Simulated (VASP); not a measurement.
A run of VASP 6.6.1 is set up as follows.

The input INCAR:

```
  PREC = Accurate
  ENCUT = 600
  EDIFF = 1E-6
  ISMEAR = -1
  SIGMA = 0.01
  LREAL = False
  LASPH = True
  NELM = 120
  ALGO = Normal
  ISIF = 2
  LWAVE = False
  LCHARG = True
  LELF = True
  LVHAR = True
  NBANDS = 11
  GGA_COMPAT = False
```

Contents of KPOINTS:

```
Automatic mesh
0
Gamma
  6 6 6
```

POSCAR

```
BN
1.0
    0.0000000000      3.4953158300      2.1660912400
    1.2516321000      0.0000000000      2.1660912400
    1.2516321000      3.4953158300      0.0000000000
B N
1 1
Direct
    0.0000486500      0.0000486500      0.9999513500
    0.6666666667      0.6666666667      0.3333333333
```

Potentials or basis: VASP PAW LDA potentials, release 64 (B, N).

The run is started by

```console
$ cat potpaw_LDA.64/B/POTCAR potpaw_LDA.64/N/POTCAR > POTCAR
$ mpirun -np 1 vasp_std > vasp.out
```

(1) Predict the largest force.

(2) What does it give for the band gap on the k mesh?

(3) What does it give for the pressure?

Results:

(1) 0.013 eV/Å.

(2) 3.64 eV (least direct gap 4.41 eV).

(3) -4.0 GPa.

Caveat: the k points lie up to 0.51 Å⁻¹ apart.
